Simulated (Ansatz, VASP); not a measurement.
Al in VASP and in Ansatz

INCAR

```
PREC     = Accurate       # precision mode
ENCUT    = 500            # plane-wave cutoff, eV
EDIFF    = 1E-6           # SCF threshold, eV
ISMEAR   = 0              # smearing method
SIGMA    = 0.15           # smearing width, eV
LREAL    = F              # projectors in reciprocal space
LASPH    = T              # aspherical terms in the spheres
NELM     = 120            # most SCF steps
ALGO     = Normal         # electronic algorithm
ISIF     = 2              # what is computed and relaxed
LWAVE    = F              # write WAVECAR
LCHARG   = F              # write CHGCAR
GGA      = PE             # functional
NBANDS   = 8              # bands
GGA_COMPAT= F
```

KPOINTS

```
regular mesh
0
Gamma
  14 14 14
```

Contents of POSCAR:

```
Al
1.0
   -1.6175102217      1.6175102217      1.6175102217
    1.6175102217     -1.6175102217      1.6175102217
    1.6175102217      1.6175102217     -1.6175102217
Al
1
Direct
    0.0000000000      0.0000000000      0.0000000000
```

Input for Ansatz:

```yaml
crystal:
  lattice:
    - [-1.6175102217, 1.6175102217, 1.6175102217]
    - [1.6175102217, -1.6175102217, 1.6175102217]
    - [1.6175102217, 1.6175102217, -1.6175102217]
  atoms:
    - { symbol: Al, position: [0.0, 0.0, 0.0] }
basis:
  ecutwfc: 420
kpoints:
  mp_grid: { grid: [14, 14, 14] }
hamiltonian:
  xc: pbe
scf:
  occupations: { method: gaussian, width: 0.15 }
output:
  forces: true
  stress: true
  eigenvalues: true
```

Alike in both runs: task single point; functional PBE; k mesh 14 × 14 × 14; occupations gaussian, width 0.15 eV; no spin polarisation.

|  | VASP | Ansatz |
| --- | --- | --- |
| version | VASP 6.6.1 | Ansatz 0.2.0 |
| potentials or method | VASP PAW PBE potentials, release 64 (Al), cutoff 500 eV | scalar-relativistic, plane waves, PAW |
| valence electrons in the cell | 3 | 3 |

VASP gave:

```
gap on the k mesh at the Fermi level (eV) : none
pressure (GPa)                            : 0.1
```

Problem. Estimate Ansatz's values.

Solution. gap on the k mesh at the Fermi level (eV): none; pressure (GPa): 0.2.

A gap of «none» marks a metal or a gap that the smearing closes. With one functional, cell and mesh, what is left measures potentials, basis and numerics.
